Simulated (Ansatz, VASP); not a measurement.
## RbSi2 in VASP and in Ansatz

```
Rb Si
1.0
     3.97167    0.00000    0.00000
    -1.98583    3.43956    0.00000
     0.00000    0.00000    6.04742
Rb Si
1 2
Direct
  0.00000 0.00000 0.00000
  0.33333 0.66667 0.44893
  0.66667 0.33333 0.55107
```

Alike in both runs: functional PBE; k mesh 12 × 12 × 8; occupations gaussian, width 0.1 eV; no spin polarisation.

Ansatz relaxed the structure, and its values are those at the end. VASP's run is a single point on that final structure, the one shown.

|  | VASP | Ansatz |
| --- | --- | --- |
| version | VASP 6.6.1 | Ansatz 0.2.0 |
| potentials or method | VASP PAW PBE potentials, release 64 (Rb_sv, Si), cutoff 520 eV | scalar-relativistic, plane waves, PAW |
| valence electrons in the cell | 17 | 17 |

VASP gave:

```
gap on the k mesh at the Fermi level (eV) : none
pressure (GPa)                            : 0.0
rms of the force components (eV/Å)        : 0.004
```

Problem. Estimate Ansatz's values.

Solution. gap on the k mesh at the Fermi level (eV): none; pressure (GPa): 0.0; rms of the force components (eV/Å): 0.001.

A gap of «none» marks a metal or a gap that the smearing closes. The functional is the same, so the differences come from potentials, cutoffs and numerics.
